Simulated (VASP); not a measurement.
# Si2BiTe5 in VASP: a series of runs, part 2 of 3

VASP 6.6.1.

**5. Single point, PBE (volume scaled by 0.97, then relaxed in part)**

INCAR

```
  ALGO = Normal
  EDIFF = 1E-6
  ENCUT = 520
  GGA = PE
  ISIF = 2
  ISMEAR = 0
  LASPH = T
  LCHARG = T
  LELF = T
  LREAL = F
  LVHAR = T
  LWAVE = F
  NBANDS = 36
  NELM = 60
  PREC = Accurate
  SIGMA = 0.1
```

KPOINTS

```
k-points
0
Gamma
  12 12 2
```

POSCAR

```
Si2BiTe5
1.0
    3.9859008792      0.0000000000      0.0000000000
   -1.9929504396      3.4518914184      0.0000000000
    0.0000000000      0.0000000000     16.7855144141
Si Bi Te
2 1 5
Direct
    0.0000000000      0.0000000000      0.7173949260
    0.3333333333      0.6666666667      0.0926515502
    0.0000000000      0.0000000000      0.3376300634
    0.6666666667      0.3333333333      0.6234764035
    0.3333333333      0.6666666667      0.8093958529
    0.0000000000      0.0000000000      0.0041278624
    0.6666666667      0.3333333333      0.1940930023
    0.3333333333      0.6666666667      0.4542303393
```

Potentials or basis: VASP PAW PBE potentials, release 64 (Si, Bi_d, Te).

Launch:

```
$ cat potpaw_PBE.64/Si/POTCAR potpaw_PBE.64/Bi_d/POTCAR potpaw_PBE.64/Te/POTCAR > POTCAR
$ mpirun -np 1 vasp_std > vasp.out
```

OUTCAR:

```text
EDIFF = 1E-6
   ENCUT = 520
   GGA = PE
   ISIF = 2
   ISMEAR = 0
   LASPH = T
   LREAL = F
   NELM = 60
   PREC = Accurate

 ion  position               nearest neighbor table
   1  0.000  0.000  0.717-   5 2.77   5 2.77   5 2.77   4 2.79   4 2.79   4 2.79
   2  0.333  0.667  0.093-   6 2.74   6 2.74   6 2.74   7 2.86   7 2.86   7 2.86
   3  0.000  0.000  0.338-   8 3.02   8 3.02   8 3.02   7 3.33   7 3.33   7 3.33
   4  0.667  0.333  0.623-   1 2.79   1 2.79   1 2.79   8 3.66   8 3.66   8 3.66
   5  0.333  0.667  0.809-   1 2.77   1 2.77   1 2.77
   6  0.000  0.000  0.004-   2 2.74   2 2.74   2 2.74
   7  0.667  0.333  0.194-   2 2.86   2 2.86   2 2.86   3 3.33   3 3.33   3 3.33
   8  0.333  0.667  0.454-   3 3.02   3 3.02   3 3.02   4 3.66   4 3.66   4 3.66

  LATTYP: Found a hexagonal cell.
 ALAT       =     3.9859008792
 C/A-ratio  =     4.2112222363

  Lattice vectors:

 A1 = (   3.9859008792,   0.0000000000,   0.0000000000)
 A2 = (  -1.9929504396,   3.4518914184,   0.0000000000)
 A3 = (   0.0000000000,   0.0000000000,  16.7855144141)

Analysis of symmetry for initial positions (statically):
=====================================================================
 Subroutine PRICEL returns:
 Original cell was already a primitive cell.

 Routine SETGRP: Setting up the symmetry group for a
 hexagonal supercell.

 Subroutine GETGRP returns: Found  6 space group operations
 (whereof  6 operations were pure point group operations)
 out of a pool of 24 trial point group operations.

The static configuration has the point symmetry C_3v.

Analysis of symmetry for dynamics (positions and initial velocities):
=====================================================================
 Subroutine PRICEL returns:
 Original cell was already a primitive cell.

 Routine SETGRP: Setting up the symmetry group for a
 hexagonal supercell.

 Subroutine GETGRP returns: Found  6 space group operations
 (whereof  6 operations were pure point group operations)
 out of a pool of 24 trial point group operations.

The dynamic configuration has the point symmetry C_3v.

 Subroutine INISYM returns: Found  6 space group operations
 (whereof  6 operations are pure point group operations),
 and found     1 'primitive' translations

----------------------------------------------------------------------------------------

                                     Primitive cell

  volume of cell :     230.9502

  direct lattice vectors                    reciprocal lattice vectors
     3.985900879  0.000000000  0.000000000     0.250884312  0.144848125  0.000000000
    -1.992950440  3.451891418  0.000000000     0.000000000  0.289696250  0.000000000
     0.000000000  0.000000000 16.785514414     0.000000000  0.000000000  0.059575177

  length of vectors
     3.985900879  3.985900879 16.785514414     0.289696250  0.289696250  0.059575177

  position of ions in fractional coordinates (direct lattice)
     0.000000000  0.000000000  0.717394926
     0.333333333  0.666666667  0.092651550
     0.000000000  0.000000000  0.337630063
     0.666666667  0.333333333  0.623476403
     0.333333333  0.666666667  0.809395853
[... 37 lines left out ...]
 ===========================================

 Found     38 irreducible k-points:

 Following reciprocal coordinates:
            Coordinates               Weight
  0.000000  0.000000  0.000000      1.000000
  0.083333  0.000000  0.000000      6.000000
  0.166667  0.000000  0.000000      6.000000
  0.250000  0.000000  0.000000      6.000000
  0.333333  0.000000  0.000000      6.000000
  0.416667  0.000000  0.000000      6.000000
[... 16 lines left out ...]
  0.250000  0.000000  0.500000      6.000000
  0.333333  0.000000  0.500000      6.000000
 [... further k-points ...]
   k-points           NKPTS =     38   k-points in BZ     NKDIM =     38   number of bands    NBANDS=     36
   number of dos      NEDOS =    301   number of ions     NIONS =      8
   total plane-waves  NPLWV = 113400
   dimension x,y,z NGX =    30 NGY =   30 NGZ =  126
   dimension x,y,z NGXF=    60 NGYF=   60 NGZF=  252
   ions per type =               2   1   5
   NGX,Y,Z   is equivalent  to a cutoff of  12.51, 12.51, 12.48 a.u.
   NGXF,Y,Z  is equivalent  to a cutoff of  25.03, 25.03, 24.96 a.u.
 SYSTEM =  unknown system
   PREC   = accura    normal or accurate (medium, high low for compatibility)
   ISTART =      0    job   : 0-new  1-cont  2-samecut
   ICHARG =      2    charge: 1-file 2-atom 10-const
   ISPIN  =      1    spin polarized calculation?
   LNONCOLLINEAR =      F non collinear calculations
   LSORBIT =      F    spin-orbit coupling
   LASPH  =      T    aspherical Exc in radial PAW
   ENCUT  =  520.0 eV  38.22 Ry    6.18 a.u.   7.41  7.41 31.21*2*pi/ulx,y,z
   NELM   =     60;   NELMIN=  2; NELMDL= -5     # of ELM steps
   EDIFF  = 0.1E-05   stopping-criterion for ELM
   LREAL  =      F    real-space projection
   EDIFFG = 0.1E-04   stopping-criterion for IOM
   NSW    =      0    number of steps for IOM
   IBRION =     -1    ionic relax: 0-MD 1-quasi-New 2-CG
   NFREE  =      0    steps in history (QN), initial steepest desc. (CG)
   ISIF   =      2    stress and relaxation
   ISYM   =      2    0-nonsym 1-usesym 2-fastsym
   POTIM  = 0.5000    time-step for ionic-motion
   TEBEG  =    0.0;   TEEND  =   0.0 temperature during run
   PSTRESS=    0.0 pullay stress
   NELECT =      53.0000    total number of electrons
   NUPDOWN=      -1.0000    fix difference up-down
   EMIN   =  10.00;   EMAX   =-10.00  energy-range for DOS
   EFERMI =   0.00;   METHOD = LEGACY
   ISMEAR =     0;   SIGMA  =   0.10  broadening in eV -4-tet -1-fermi 0-gaus
   EFERMI_NEDOS =   21; number of points for ismear=-14 and -15
   IALGO  =     38    algorithm
   IMIX   =      4    mixing-type and parameters
     AMIX     =   0.40;   BMIX     =  1.00
     AMIX_MAG =   1.60;   BMIX_MAG =  1.00
  volume/ion in A,a.u.               =      28.87       194.82
  Fermi-wavevector in a.u.,A,eV,Ry     =   1.002291  1.894056 13.668252  1.004588
  Thomas-Fermi vector in A             =   2.134769
   LORBIT       =      0    0 simple, 1 ext, 2 COOP (PROOUT), +10 PAW based schemes
   GGA     = PE    functional components
   LHFCALC =     F    Hartree Fock is set to
   AEXX    =    0.0000 exact exchange contribution
   IVDW    =     0    specifies the selected vdW correction
   LEPSILON=     F    determine dielectric tensor
   LRPA    =     F    only Hartree local field effects (RPA)
 non-spin polarized calculation
 Gauss-broadening in eV      SIGMA  =   0.10
  energy-cutoff  :      520.00
  volume of cell :      230.95
 maximum number of plane-waves:      6278
 NGX is ok and might be reduce to    30
   NGX = 15   NGY = 15   NGZ = 63

 number of electron      53.0000000 magnetization

 Free energy of the ion-electron system (eV)
  ---------------------------------------------------
  ext. energy  EPLUGINS =         0.00000000
  ---------------------------------------------------
  free energy    TOTEN  =       -30.22529059 eV

  energy without entropy =      -30.21219599  energy(sigma->0) =      -30.21874329

 E-fermi :   6.4559     XC(G=0):  -9.4977

 val. band max:        6.4052045762   @ k =   0.3333   0.1667   0.0000
 cond. band min:       6.4577880519   @ k =   0.0833   0.0833   0.5000
 fundamental gap:      0.0525834757
 Fermi energy:         6.4559223062

 k-point     1 :       0.0000    0.0000    0.0000
  band No.  band energies     occupation
      1     -16.7354      2.00000
      2     -16.7354      2.00000
      3     -16.7214      2.00000
      4     -16.7056      2.00000
      5     -16.7056      2.00000
      6      -7.1459      2.00000
[... 925 lines left out ...]
     35      10.4793      0.00000
     36      10.6352      0.00000

 [... further k-points ...]
[... 5 lines left out ...]
  --------------------------------------------------------------------------------------
  -------------------------------------------------------------------------------------
  Total        0.8948767      0.8948767      0.9284118      0.0000000     -0.0000000      0.0000000
  in kB        6.2080546      6.2080546      6.4406986      0.0000000     -0.0000000      0.0000000
  external PRESSURE =       6.2856026 kB  Pullay stress =       0.0000000 kB

 VOLUME and BASIS-vectors are now :
 -----------------------------------------------------------------------------
  energy-cutoff  :      520.00
  volume of cell :      230.95
      direct lattice vectors                 reciprocal lattice vectors
     3.985900879  0.000000000  0.000000000     0.250884312  0.144848125  0.000000000
    -1.992950440  3.451891418  0.000000000     0.000000000  0.289696250  0.000000000
     0.000000000  0.000000000 16.785514414     0.000000000  0.000000000  0.059575177

 POSITION                                       TOTAL-FORCE (eV/Angst)
 -----------------------------------------------------------------------------------
      0.00000      0.00000     12.04184         0.000000     -0.000000      0.007429
     -0.00000      2.30126      1.55520         0.000000     -0.000000      0.007549
      0.00000      0.00000      5.66729        -0.000000      0.000000     -0.019342
      1.99295      1.15063     10.46537         0.000000     -0.000000     -0.012214
     -0.00000      2.30126     13.58613        -0.000000     -0.000000      0.006975
      0.00000      0.00000      0.06929        -0.000000      0.000000     -0.011577
      1.99295      1.15063      3.25795         0.000000     -0.000000      0.005372
     -0.00000      2.30126      7.62449         0.000000     -0.000000      0.015808
 -----------------------------------------------------------------------------------
    total drift:                               -0.000000     -0.000000      0.000089

  FREE ENERGIE OF THE ION-ELECTRON SYSTEM (eV)
  ---------------------------------------------------
  free  energy   TOTEN  =       -30.2252905942 eV

  energy  without entropy=      -30.2121959918  energy(sigma->0) =      -30.21874329
```

Wall time 4.6 min (1 thread of Intel Xeon 6975P-C (Granite Rapids), shared host); peak memory 0.48 GiB.

What came out:

| Quantity | Value |
| --- | --- |
| Free energy | -30.2253 eV |
| Pressure | 0.6 GPa |
| Largest force | 0.019 eV/Å |

Forces in eV/Å, atoms in the order of the input:
```
Si   0.000  0.000  0.007
Si   0.000  0.000  0.008
Bi   0.000  0.000 -0.019
Te   0.000  0.000 -0.012
Te   0.000  0.000  0.007
Te   0.000  0.000 -0.012
Te   0.000  0.000  0.005
Te   0.000  0.000  0.016
```

Caveat: the cell differs from its parent crystal (volume scaled by 0.97, then relaxed in part); spin-orbit coupling is left out, which moves the levels of the heavy elements; this functional lacks dispersion, which binds the layers, so the pressure and a relaxed spacing across them are unreliable.

**6. Single point, PBE**

This run uses another cell than the first one, of 29.76 Å³/atom, 0.988 times its volume.

INCAR

```
SYSTEM = Si2BiTe5
PREC = Accurate
ENCUT = 520
EDIFF = 1E-6
ISMEAR = 0
SIGMA = 0.1
LREAL = .FALSE.
LASPH = .TRUE.
NELM = 60
ALGO = Normal
ISIF = 2
LWAVE = .FALSE.
LCHARG = .TRUE.
GGA = PE
LELF = .TRUE.
LVHAR = .TRUE.
NBANDS = 36
```

KPOINTS

```
Automatic mesh
0
G
  12 12 2
  0 0 0
```

POSCAR

```
Si2BiTe5
1.0
    3.9980642777      0.0000000000      0.0000000000
   -1.9990321389      3.4624252304      0.0000000000
    0.0000000000      0.0000000000     17.1995215464
Si Bi Te
2 1 5
Direct
    0.0000000000      0.0000000000      0.7154350833
    0.3333333333      0.6666666667      0.0964559294
    0.0000000000      0.0000000000      0.3362721506
    0.6666666667      0.3333333333      0.6237407824
    0.3333333333      0.6666666667      0.8053351384
    0.0000000000      0.0000000000      0.0102758867
    0.6666666667      0.3333333333      0.1958715587
    0.3333333333      0.6666666667      0.4496134706
```

Potentials or basis: VASP PAW PBE potentials, release 64 (Si, Bi_d, Te).

Launch:

```
$ cat potpaw_PBE.64/Si/POTCAR potpaw_PBE.64/Bi_d/POTCAR potpaw_PBE.64/Te/POTCAR > POTCAR
$ mpirun -np 1 vasp_std > vasp.out
```

Wall time 4.8 min (1 thread of Intel Xeon 6975P-C (Granite Rapids), shared host); peak memory 0.49 GiB.

It converged, with:

```
Free energy   : -30.2368 eV
Pressure      : 0.0 GPa
Largest force : 0.018 eV/Å
```

Forces in eV/Å, atoms in the order of the input:
```
Si   0.000  0.000  0.001
Si   0.000  0.000  0.007
Bi   0.000  0.000 -0.015
Te   0.000  0.000 -0.012
Te   0.000  0.000  0.007
Te   0.000  0.000 -0.012
Te   0.000  0.000  0.005
Te   0.000  0.000  0.018
```

Levels at points of the mesh, in eV from the Fermi level:
| k point | band 22 | band 23 | band 24 | band 25 | band 26 | band 27 | band 28 | band 29 | band 30 | band 31 |
| --- | --- | --- | --- | --- | --- | --- | --- | --- | --- | --- |
| (0.00, 0.00, 0.00) | -0.81 | -0.53 | -0.53 | -0.36 | -0.36 | 0.65 | 0.91 | 1.72 | 1.77 | 1.77 |
| (0.50, 0.00, 0.00) | -2.21 | -1.77 | -1.10 | -0.95 | -0.67 | -0.55 | -0.30 | 1.13 | 1.39 | 1.92 |
| (0.00, 0.00, 0.50) | -0.56 | -0.56 | -0.34 | -0.34 | -0.03 | 0.20 | 1.04 | 1.72 | 1.77 | 1.77 |
| (0.50, 0.00, 0.50) | -2.19 | -1.70 | -1.25 | -1.01 | -0.61 | -0.50 | -0.41 | 1.25 | 1.43 | 1.88 |

Caveat: spin-orbit coupling is left out, which moves the levels of the heavy elements; this functional lacks dispersion, which binds the layers, so the pressure and a relaxed spacing across them are unreliable.

(Continued in part 3 of 3.)
